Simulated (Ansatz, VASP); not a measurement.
**One calculation of Au, two programs**

```xyz
1
Lattice="-1.5744 1.5744 1.6158 1.5744 -1.5744 1.6158 1.5744 1.5744 -1.6158" Properties=species:S:1:pos:R:3 pbc="T T T"
Au    0.0000    0.0000    0.0000
```

Change from the starting cell: strain -0.050 along x and y, -0.025 along z, atoms carried along.

Alike in both runs: task single point; functional PBEsol; k mesh 20 × 20 × 20; occupations gaussian, width 0.15 eV; no spin polarisation.

|  | VASP | Ansatz |
| --- | --- | --- |
| version | VASP 6.6.1 | Ansatz 0.2.0 |
| potentials or method | VASP PAW PBE potentials, release 64 (Au), cutoff 520 eV | scalar-relativistic, plane waves, PAW |
| valence electrons in the cell | 11 | 19 |

|  | VASP | Ansatz | Ansatz less VASP |
| --- | --- | --- | --- |
| gap on the k mesh at the Fermi level (eV) | none | none | - |
| pressure (GPa) | 12.5 | 12.9 | +0.36 |
| traceless stress, the component that is largest in VASP (GPa) | 0.05 | 0.05 | 0.000 |

VASP's potentials were made for PBE, not for PBEsol. A gap of «none» marks a metal or a gap that the smearing closes. VASP's potentials hold 11 valence electrons a cell and Ansatz's 19, so a difference there can come from the potentials and not from the codes.

Spin-orbit coupling is off throughout.
